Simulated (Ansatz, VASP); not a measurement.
# ZnS in VASP and in Ansatz

```
Zn S
1.0
     4.11588    0.00000    0.00000
    -2.05794    3.56446    0.00000
     0.00000    0.00000    6.73272
Zn S
2 2
Cartesian
  0.0000 2.3763 0.0000
  2.0579 1.1882 3.3664
  0.0000 2.3763 2.5921
  2.0579 1.1882 5.9585
```

Change from the starting cell: strain +0.080 along x and y, +0.080 along z, atoms carried along.

Alike in both runs: task single point; functional PBE; k mesh 12 × 12 × 6; occupations gaussian, width 0.05 eV; no spin polarisation.

|  | VASP | Ansatz |
| --- | --- | --- |
| version | VASP 6.6.1 | Ansatz 0.2.0 |
| potentials or method | VASP PAW PBE potentials, release 64 (Zn, S), cutoff 520 eV | scalar-relativistic, plane waves, PAW |
| valence electrons in the cell | 36 | 36 |

```csv
,VASP,Ansatz,Ansatz less VASP
gap on the k mesh at the Fermi level (eV),1.23,1.23,+0.001
least direct gap on the mesh (eV),1.23,1.23,+0.001
pressure (GPa),-8.8,-8.8,-0.06
"traceless stress, the component that is largest in VASP (GPa)",0.21,0.22,+0.015
rms of the force components (eV/Å),0.063,0.063,-0.0008
```

Atom by atom the forces differ by 0.001 eV/Å (rms over components).
